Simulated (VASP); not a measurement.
**CsI: relaxation of cell and atoms with PBE+D3(BJ)**

CsI:

```
Cs I
1.0
     4.56670    0.00000    0.00000
     0.00000    4.56670    0.00000
     0.00000    0.00000    4.56670
Cs I
1 1
Direct
  0.00000 0.00000 0.00000
  0.50000 0.50000 0.50000
```

| Quantity | Value |
| --- | --- |
| Program | VASP 6.6.1 |
| Task | relaxation of cell and atoms |
| Functional | PBE |
| Dispersion | D3(BJ) |
| Potentials or basis | VASP PAW PBE potentials, release 64 (Cs_sv, I) |
| Cutoff | 500 eV |
| k mesh | 6 × 6 × 6 |
| Occupations | fermi-dirac, width 0.05 eV |
| Spin | no spin polarisation |
| Dipole correction | no |
| Further INCAR settings | ALGO = Normal; EDIFF = 1e-07; IBRION = 2; EDIFFG = -0.01; NSW = 80; ISIF = 3 |

- Pressure after relaxing: 0.0 GPa
- Band gap on the k mesh: 3.88 eV (least direct gap 3.96 eV)
- Dispersion energy per atom: -0.240 eV

Final structure:
```xyz
2
Lattice="4.5667 0.0000 0.0000 0.0000 4.5667 0.0000 0.0000 0.0000 4.5667" Properties=species:S:1:pos:R:3 pbc="T T T"
Cs    0.0000    0.0000    0.0000
I     2.2833    2.2833    2.2833
```

Levels at points of the mesh, in eV from the valence-band top:
```csv
k point,band 5,band 6,band 7,band 8,band 9,band 10,band 11,band 12
"(0.00, 0.00, 0.00)",-7.09,-0.09,-0.09,-0.09,3.88,4.18,4.18,7.76
"(0.50, 0.00, 0.00)",-7.03,-1.56,-0.24,-0.24,5.20,6.49,6.73,6.82
"(0.50, 0.50, 0.00)",-6.99,-0.86,-0.86,0.00,4.24,4.92,6.10,6.10
"(0.50, 0.50, 0.50)",-7.34,-1.31,-1.31,-1.31,7.17,7.17,7.17,7.86
```

Run time: 33 s on 1 thread of Intel Xeon 8259CL, on a shared host, peak memory 0.22 GiB.

Caveat: the relaxation stopped at its first step, so nothing moved; spin-orbit coupling is left out, which moves the levels of the heavy elements. PBE gaps usually lie below the measured ones, often by a third to a half.
